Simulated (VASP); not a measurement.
Crystal: K2Hf.

```
K Hf
1.0
     0.00000    3.56866    3.56866
     3.56866    0.00000    3.56866
     3.56866    3.56866    0.00000
K Hf
2 1
Direct
  0.25000 0.25000 0.25000
  0.75000 0.75000 0.75000
  0.00000 0.00000 0.00000
```

```yaml
Program: VASP 6.6.1
Task: relaxation of cell and atoms
Functional: PBE
Potentials_or_basis: VASP PAW PBE potentials, release 64 (K_sv, Hf_pv)
Cutoff: 600 eV
k_mesh: 4 × 4 × 4
Occupations: gaussian, width 0.1 eV
Spin: no spin polarisation
```

At the start: pressure 12.3 GPa; volume 30.30 Å³/atom.

Problem. How do energy, volume and symmetry change on relaxing?

Solution. Over 5 steps the energy falls by 686.8 meV/atom and the volume is 58.28 Å³/atom (+92.4 %); space group Fm-3m (No. 225, to 0.1 Å) before and after.

The path:
```csv
step,energy change (eV),largest force (eV/Å),pressure (GPa),volume (Å³)
1,0.0000,0.0000,12.32,90.90
2,-1.5856,0.0000,3.96,125.12
3,-2.0194,0.0000,0.82,157.66
4,-2.0577,0.0000,0.18,170.34
5,-2.0604,0.0000,0.01,174.85
```

Final structure:
```
CELL_PARAMETERS angstrom
0.00000 4.43825 4.43825
4.43825 0.00000 4.43825
4.43825 4.43825 0.00000
ATOMIC_POSITIONS crystal
K 0.25000 0.25000 0.25000
K 0.75000 0.75000 0.75000
Hf 0.00000 0.00000 0.00000
```

Caveat: the k points lie up to 0.31 Å⁻¹ apart in the final cell; the volume moved by over 15 % at a fixed basis, so the end points are rough.
